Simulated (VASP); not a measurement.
# GeSe in VASP: further runs

Runs on GeSe. Level: revPBE. Tasks: single point.

All numbers are computed with VASP 6.6.1; they aren't measurements. Logs are shortened: lines on timing, memory, paths and dates and some standing lists are left out, and cuts for length are marked.

### 1 The cell of the first run

The cell holds a molecule in a box, 2 atoms: a = 9.000 Å, b = 9.000 Å, c = 12.000 Å, α = 90.00°, β = 90.00°, γ = 90.00°.

### 2 Single point, revPBE (last atom moved by 0.05 Å along z)

The input, INCAR:

```
GGA = RE
ISMEAR = 0
SIGMA = 0.03
LWAVE = F
LCHARG = F
ISIF = 0
PREC = Accurate
LASPH = T
LREAL = Auto
ALGO = Normal
EDIFF = 1E-6
NELM = 120
GGA_COMPAT = F
ENCUT = 400
EFERMI = MIDGAP
NELMDL = -8
NBANDS = 20
ROPT = -0.00025 -0.00025
ADDGRID = F
```

The input, KPOINTS:

```
k-points
0
Gamma
  1 1 1
```

The input, POSCAR:

```
GeSe
1.0
    9.0000000000      0.0000000000      0.0000000000
    0.0000000000      9.0000000000      0.0000000000
    0.0000000000      0.0000000000     12.0000000000
Ge Se
1 1
Direct
    0.5014444400      0.5023333300      0.4138904600
    0.5014444400      0.5023333300      0.5959428800
```

Potentials or basis: VASP PAW PBE potentials, release 64 (Ge_d, Se).

Command:

```sh
$ cat potpaw_PBE.64/Ge_d/POTCAR potpaw_PBE.64/Se/POTCAR > POTCAR
$ mpirun -np 1 vasp_gam > vasp.out
```

OUTCAR:

```text
GGA = RE
   ISMEAR = 0
   ISIF = 0
   PREC = Accurate
   LASPH = T
   LREAL = Auto
   EDIFF = 1E-6
   NELM = 120
   ENCUT = 400
   EFERMI = MIDGAP
   NELMDL = -8

 Found      1 irreducible k-points:

 Following reciprocal coordinates:
            Coordinates               Weight
  0.000000  0.000000  0.000000      1.000000
   k-points           NKPTS =      1   k-points in BZ     NKDIM =      1   number of bands    NBANDS=     20
   number of dos      NEDOS =    301   number of ions     NIONS =      2
   total plane-waves  NPLWV = 288000
   dimension x,y,z NGX =    60 NGY =   60 NGZ =   80
   dimension x,y,z NGXF=   120 NGYF=  120 NGZF=  160
   ions per type =               1   1
   NGX,Y,Z   is equivalent  to a cutoff of  11.08, 11.08, 11.08 a.u.
   NGXF,Y,Z  is equivalent  to a cutoff of  22.17, 22.17, 22.17 a.u.
 SYSTEM =  unknown system
   PREC   = accura    normal or accurate (medium, high low for compatibility)
   ISTART =      0    job   : 0-new  1-cont  2-samecut
   ICHARG =      2    charge: 1-file 2-atom 10-const
   ISPIN  =      1    spin polarized calculation?
   LNONCOLLINEAR =      F non collinear calculations
   LSORBIT =      F    spin-orbit coupling
   LASPH  =      T    aspherical Exc in radial PAW
   ENCUT  =  400.0 eV  29.40 Ry    5.42 a.u.  14.68 14.68 19.57*2*pi/ulx,y,z
   NELM   =    120;   NELMIN=  2; NELMDL= -8     # of ELM steps
   EDIFF  = 0.1E-05   stopping-criterion for ELM
   LREAL  =      T    real-space projection
   EDIFFG = 0.1E-04   stopping-criterion for IOM
   NSW    =      0    number of steps for IOM
   IBRION =     -1    ionic relax: 0-MD 1-quasi-New 2-CG
   NFREE  =      0    steps in history (QN), initial steepest desc. (CG)
   ISIF   =      0    stress and relaxation
   ISYM   =      2    0-nonsym 1-usesym 2-fastsym
   POTIM  = 0.5000    time-step for ionic-motion
   TEBEG  =    0.0;   TEEND  =   0.0 temperature during run

   SCALEE = 1.0000    scale energy and forces
   PSTRESS=    0.0 pullay stress
   NELECT =      20.0000    total number of electrons
   NUPDOWN=      -1.0000    fix difference up-down
   EMIN   =  10.00;   EMAX   =-10.00  energy-range for DOS
   EFERMI =   0.00;   METHOD = MIDGAP
   ISMEAR =     0;   SIGMA  =   0.03  broadening in eV -4-tet -1-fermi 0-gaus
   EFERMI_NEDOS =   21; number of points for ismear=-14 and -15
   IALGO  =     38    algorithm
   IMIX   =      4    mixing-type and parameters
     AMIX     =   0.40;   BMIX     =  1.00
     AMIX_MAG =   1.60;   BMIX_MAG =  1.00
  volume/ion in A,a.u.               =     486.00      3279.69
  Fermi-wavevector in a.u.,A,eV,Ry     =   0.448604  0.847738  2.738107  0.201245
  Thomas-Fermi vector in A             =   1.428188
   LORBIT       =      0    0 simple, 1 ext, 2 COOP (PROOUT), +10 PAW based schemes
   GGA     = RE    functional components
   LHFCALC =     F    Hartree Fock is set to
   AEXX    =    0.0000 exact exchange contribution
   IVDW    =     0    specifies the selected vdW correction
   LEPSILON=     F    determine dielectric tensor
   LRPA    =     F    only Hartree local field effects (RPA)

   CSHIFT  =0.1000    complex shift for real part using Kramers Kronig

   OMEGAMAX=  -1.0    maximum frequency
 non-spin polarized calculation
 Gauss-broadening in eV      SIGMA  =   0.03
  energy-cutoff  :      400.00
  volume of cell :      972.00
 maximum number of plane-waves:      8824
 NGX is ok and might be reduce to    60
   NGX = 29   NGY = 29   NGZ = 39

 number of electron      20.0000008 magnetization

 Free energy of the ion-electron system (eV)
  ---------------------------------------------------
  ext. energy  EPLUGINS =         0.00000000
  ---------------------------------------------------
  free energy    TOTEN  =        -6.88646290 eV

  energy without entropy =       -6.88646290  energy(sigma->0) =       -6.88646290

 E-fermi :  -4.3695     XC(G=0):  -1.3496

 val. band max:       -5.9877394707   @ k =   0.0000   0.0000   0.0000
 cond. band min:      -2.7512427115   @ k =   0.0000   0.0000   0.0000
 fundamental gap:      3.2364967593
 Fermi energy:        -4.3694910911

 k-point     1 :       0.0000    0.0000    0.0000
  band No.  band energies     occupation
      1     -29.0973      2.00000
      2     -29.0972      2.00000
      3     -28.9387      2.00000
      4     -28.9315      2.00000
      5     -28.9315      2.00000
      6     -16.8325      2.00000
[... 12 lines left out ...]
     19       1.4960      0.00000
     20       1.9527      0.00000

------------------------ aborting loop because EDIFF is reached ----------------------------------------

 VOLUME and BASIS-vectors are now :
 -----------------------------------------------------------------------------
  energy-cutoff  :      400.00
  volume of cell :      972.00
      direct lattice vectors                 reciprocal lattice vectors
     9.000000000  0.000000000  0.000000000     0.111111111  0.000000000  0.000000000
     0.000000000  9.000000000  0.000000000     0.000000000  0.111111111  0.000000000
     0.000000000  0.000000000 12.000000000     0.000000000  0.000000000  0.083333333

 POSITION                                       TOTAL-FORCE (eV/Angst)
 -----------------------------------------------------------------------------------
      4.51300      4.52100      4.96669         0.000000      0.000000      0.376766
      4.51300      4.52100      7.15131         0.000000     -0.000000     -0.376766
 -----------------------------------------------------------------------------------
    total drift:                                0.000210      0.000200      0.001836

  FREE ENERGIE OF THE ION-ELECTRON SYSTEM (eV)
  ---------------------------------------------------
  free  energy   TOTEN  =        -6.8864629012 eV

  energy  without entropy=       -6.8864629012  energy(sigma->0) =       -6.88646290
```

Run time: 58 s. Hardware: 1 thread of Intel Xeon Platinum 8488C (Sapphire Rapids), shared host; peak memory 0.56 GiB.

What came out:

```
Free energy                     : -6.8865 eV
Largest force                   : 0.377 eV/Å
Gap between the frontier levels : 3.24 eV
```

Forces on the atoms (eV/Å):
```
Ge   0.000  0.000  0.377
Se   0.000  0.000 -0.377
```

Levels at points of the mesh, in eV from the valence-band top:
```csv
k point,band 6,band 7,band 8,band 9,band 10,band 11,band 12,band 13,band 14,band 15
"(0.00, 0.00, 0.00)",-10.84,-5.30,-0.20,0.00,0.00,3.24,3.24,5.59,5.94,6.64
```

Caveat: the cell differs from its parent crystal (last atom moved by 0.05 Å along z); the PAW data sets were made with another functional, which shifts forces and pressure a little.

### 3 Single point, revPBE (last atom moved by 0.05 Å along z)

The input, INCAR:

```
GGA = RE
ISMEAR = 0
SIGMA = 0.03
LWAVE = F
LCHARG = F
ISIF = 0
PREC = Accurate
LASPH = T
LREAL = F
ALGO = Normal
EDIFF = 1E-8
NELM = 120
GGA_COMPAT = F
ENCUT = 560
EFERMI = MIDGAP
NELMDL = -8
NBANDS = 30
ADDGRID = F
```

KPOINTS is that of step 2.

POSCAR is that of step 2.

Potentials or basis: VASP PAW PBE potentials, release 64 (Ge_d, Se).

Command:

```sh
$ cat potpaw_PBE.64/Ge_d/POTCAR potpaw_PBE.64/Se/POTCAR > POTCAR
$ mpirun -np 1 vasp_gam > vasp.out
```

Run time: 90 s. Hardware: 1 thread of Intel Xeon Platinum 8488C (Sapphire Rapids), shared host; peak memory 0.84 GiB.

It converged, with:

```yaml
Free_energy: -6.8872 eV
Largest_force: 0.379 eV/Å
Gap_between_the_frontier_levels: 3.24 eV
```

Forces on the atoms (eV/Å):
```
Ge   0.000  0.000  0.379
Se   0.000  0.000 -0.379
```

Levels at points of the mesh, in eV from the valence-band top:
| k point | band 8 | band 9 | band 10 | band 11 | band 12 | band 13 |
| --- | --- | --- | --- | --- | --- | --- |
| (0.00, 0.00, 0.00) | -0.20 | 0.00 | 0.00 | 3.24 | 3.24 | 5.58 |

Caveat: the cell differs from its parent crystal (last atom moved by 0.05 Å along z); the PAW data sets were made with another functional, which shifts forces and pressure a little.
